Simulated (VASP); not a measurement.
# Al3Cu2: single point with PBEsol

Al3Cu2:

```
CELL_PARAMETERS angstrom
4.09859 0.00000 0.00000
-2.04929 3.54948 0.00000
0.00000 0.00000 4.98210
ATOMIC_POSITIONS crystal
Al 0.00000 0.00000 0.00000
Al 0.33333 0.66667 0.35151
Al 0.66667 0.33333 0.64849
Cu 0.23066 0.61533 0.89087
Cu 0.56399 0.28199 0.20629
```

This cell differs from its parent crystal: all Cu atoms moved +0.438 Å, as atom 4 towards its neighbour atom 5 (Cu) at 2.841 Å.

* Program: VASP 6.6.1
* Task: single point
* Functional: PBEsol
* Potentials or basis: VASP PAW PBE potentials, release 64 (Al, Cu)
* Cutoff: 520 eV
* k mesh: 12 × 12 × 10
* Occupations: gaussian, width 0.15 eV
* Spin: no spin polarisation

```yaml
Pressure: 8.5 GPa
Largest_force: 2.716 eV/Å
Band_gap_on_the_k_mesh: zero (an odd number of electrons rules out a gap without spin polarisation)
```

Forces in eV/Å, atoms in the order of the input:
```
Al  -2.273 -1.312 -0.028
Al  -0.630 -0.364  1.784
Al  -0.579 -0.334  1.395
Cu   1.647  0.951 -1.452
Cu   1.835  1.059 -1.699
```

Stress tensor (GPa, compression positive):
```
 7.42 -1.82  3.15
-1.82  9.52  1.82
 3.15  1.82  8.57
```

Levels at points of the mesh, in eV from the Fermi level:
| k point | band 12 | band 13 | band 14 | band 15 | band 16 | band 17 | band 18 | band 19 | band 20 | band 21 |
| --- | --- | --- | --- | --- | --- | --- | --- | --- | --- | --- |
| (0.00, 0.00, 0.00) | -3.75 | -3.67 | -0.24 | -0.03 | 1.26 | 1.26 | 2.42 | 2.99 | 5.29 | 5.40 |
| (0.50, 0.00, 0.00) | -4.28 | -2.91 | -2.88 | -2.35 | -0.69 | -0.09 | 0.33 | 3.03 | 3.85 | 4.63 |
| (0.00, 0.50, 0.00) | -4.20 | -3.04 | -2.93 | -2.25 | -0.74 | -0.11 | 0.36 | 3.19 | 3.60 | 4.77 |
| (0.00, 0.00, 0.50) | -4.24 | 0.78 | 0.94 | 1.30 | 1.33 | 1.77 | 2.05 | 2.72 | 2.93 | 3.20 |
| (0.50, 0.00, 0.50) | -4.36 | -4.26 | -3.53 | -1.70 | -0.12 | 0.75 | 0.94 | 4.89 | 5.34 | 6.00 |
| (0.00, 0.50, 0.50) | -4.35 | -4.15 | -3.64 | -1.61 | -0.19 | 0.81 | 0.89 | 4.80 | 5.40 | 6.06 |

Wall time 7 min on 1 thread of Intel(R) Xeon(R) 6975P-C (Granite Rapids), with other jobs on the host, peak memory 0.64 GiB.

Caveat: the cell differs from its parent crystal (all Cu atoms moved +0.438 Å, as atom 4 towards its neighbour atom 5 (Cu) at 2.841 Å); the cell stands under pressure; the PAW data sets were made with another functional, which shifts forces and pressure a little.
